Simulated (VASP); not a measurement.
Input of a VASP 6.6.1 run:

The input INCAR:

```
SYSTEM = SrO
ALGO = Normal ; EDIFF = 1E-6
ENCUT = 520 ; GGA = PE
ISIF = 2 ; ISMEAR = 0
LASPH = .TRUE. ; LCHARG = .FALSE.
LREAL = .FALSE. ; LWAVE = .FALSE.
NBANDS = 24 ; NELM = 60
PREC = Accurate ; SIGMA = 0.1
```

The input KPOINTS:

```
k-points
0
G
  4 4 6
  0 0 0
```

The input POSCAR:

```
SrO
1.0
    4.3004547909     -3.7926915759      0.0000000000
    4.3004547909      3.7926915759      0.0000000000
    0.0000000000      0.0000000000      3.7835741427
Sr O
2 2
Direct
    0.0000000000      0.0000000000      0.0000000000
    0.5000000000      0.5000000000      0.5000000000
    0.7045329266      0.2954670734      0.0000000000
    0.2954670734      0.7045329266      0.0000000000
```

Potentials or basis: VASP PAW PBE potentials, release 64 (Sr_sv, O).

Launch:

```sh
$ cat potpaw_PBE.64/Sr_sv/POTCAR potpaw_PBE.64/O/POTCAR > POTCAR
$ mpirun -np 1 vasp_std > vasp.out
```

Question: Estimate the pressure.

Answer: 0.4 GPa.

Question: What does it give for the largest force?

Answer: 0.085 eV/Å.

Question: Estimate the band gap on the k mesh.

Answer: Zero (bands 16 and 17 overlap by 0.01 eV).

Stress tensor (GPa, compression positive):
```
0.11 0.00 0.00
0.00 0.94 0.00
0.00 0.00 0.30
```

Caveat: the cell differs from its parent crystal (atoms taken out); semilocal functionals underestimate gaps, and a narrow one can read as zero.
